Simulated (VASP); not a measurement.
Runs of VASP 6.6.1 on Mo. The structure is that of space group Im-3m (No. 229), or close to it. The cells are those of the table. 

```csv
level,cell,k mesh,cutoff (eV),smearing,gap on the mesh (eV),pressure (GPa)
r2SCAN,"a = 2.663 Å, angles 109.5°, 1 atom",15 × 15 × 15,550,fermi-dirac 0.1 eV,none,25.2
PBE,"a = 2.774 Å, angles 109.5°, 1 atom",48 × 48 × 48,500,fermi-dirac 0.0612256 eV,none,(b)
r2SCAN,"a = 2.691 Å, angles 109.5°, 1 atom",15 × 15 × 15,550,fermi-dirac 0.1 eV,none,(a)
r2SCAN,"a = 2.747 Å, angles 109.5°, 1 atom",15 × 15 × 15,550,fermi-dirac 0.1 eV,none,-4.1
r2SCAN,"a = 2.719 Å, angles 109.5°, 1 atom",15 × 15 × 15,550,fermi-dirac 0.1 eV,none,4.2
PBE,"a = 2.701 Å, angles 109.5°, 1 atom",48 × 48 × 48,500,fermi-dirac 0.0612256 eV,none,12.1
```

Alike in all rows: task single point; potentials or basis VASP PAW PBE potentials, release 64 (Mo_sv); no spin polarisation.

Q: Estimate the missing entries.

A: (a) 13.9; (b) -8.9.

Caveats: the cell stands under pressure (at least some runs); the PAW data sets were made with another functional, which shifts forces and pressure a little (at least some runs); the cell stands under tension (at least some runs).

A k mesh can miss the band edges, and the runs leave out spin-orbit coupling on Mo.

A gap of «none» marks levels without a gap at the run's occupations.
